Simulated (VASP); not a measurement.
C: single point with r2SCAN

The system is C.

```
CELL_PARAMETERS angstrom
0.00000 1.75579 1.75579
1.75579 0.00000 1.75579
1.75579 1.75579 0.00000
ATOMIC_POSITIONS crystal
C 0.00000 0.00000 0.00000
C 0.25000 0.25000 0.25000
```

```
Program                : VASP 6.6.1
Task                   : single point
Functional             : r2SCAN
Potentials or basis    : VASP PAW PBE potentials, release 64 (C)
Cutoff                 : 520 eV
k mesh                 : 16 × 16 × 16
Occupations            : fermi-dirac, width 0.1 eV
Spin                   : no spin polarisation
Dipole correction      : no
Further INCAR settings : ALGO = Normal; EDIFF = 1e-06; NBANDS = 11
```

| Quantity | Value |
| --- | --- |
| Pressure | 21.4 GPa |
| Band gap on the k mesh | 4.43 eV, indirect (least direct gap 5.96 eV) |

Levels at points of the mesh, in eV from the valence-band top:
```tsv
k point	band 2	band 3	band 4	band 5	band 6	band 7
(0.00, 0.00, 0.00)	0.00	0.00	0.00	5.96	5.96	5.96
(0.50, 0.00, 0.00)	-14.59	-3.11	-3.11	9.07	9.07	9.80
(0.50, 0.50, 0.00)	-13.93	-6.96	-6.96	5.10	5.10	18.63
```

It took 85 s on 1 thread of Intel Xeon 8259CL, with other jobs on the host, peak memory 0.12 GiB.

Caveat: the PAW data sets were made with another functional, which shifts forces and pressure a little. A k mesh can miss the band edges.
